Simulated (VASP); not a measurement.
Input of a VASP 6.6.1 run:

File POSCAR:

```
BeTe
1.0
    0.0000000000      2.8286236287      2.7426334704
    2.8286236287      0.0000000000      2.7426334704
    2.8286236287      2.8286236287      0.0000000000
Be Te
1 1
Direct
    0.0000000000      0.0000000000      0.0000000000
    0.2500000000      0.2500000000      0.2500000000
```

INCAR.step1

```
SYSTEM = BeTe
PREC = Accurate ; ENCUT = 520
ISMEAR = 0 ; SIGMA = 0.01
LREAL = .FALSE. ; LASPH = .TRUE.
NELM = 100 ; NBANDS = 11
GGA = PE ; ALGO = Normal
EDIFF = 1E-4 ; LWAVE = .TRUE.
LCHARG = .FALSE.
```

The input INCAR.step2:

```
SYSTEM = BeTe
PREC = Accurate ; ENCUT = 520
EDIFF = 1E-6 ; ISMEAR = 0
SIGMA = 0.01 ; LREAL = .FALSE.
LASPH = .TRUE. ; NELM = 100
ALGO = Normal ; ISIF = 2
LWAVE = .FALSE. ; LCHARG = .FALSE.
METAGGA = R2SCAN ; LMIXTAU = .TRUE.
NBANDS = 11 ; ISTART = 1
```

The input KPOINTS:

```
Automatic mesh
0
G
  8 8 8
  0 0 0
```

Potentials or basis: VASP PAW PBE potentials, release 64 (Be, Te).

Command:

```bash
$ cat potpaw_PBE.64/Be/POTCAR potpaw_PBE.64/Te/POTCAR > POTCAR
$ cp INCAR.step1 INCAR
$ mpirun -np 1 vasp_std > vasp.out
$ cp INCAR.step2 INCAR
$ mpirun -np 1 vasp_std > vasp.out
```

(1) Predict the band gap on the k mesh.

(2) Estimate the pressure.

Answers

(1) 2.03 eV (least direct gap 3.85 eV).

(2) 2.1 GPa.

Caveat: the cell differs from its parent crystal (uniaxial z strain -3.0%); the PAW data sets were made with another functional, which shifts forces and pressure a little; spin-orbit coupling is left out, which moves the levels of the heavy elements.
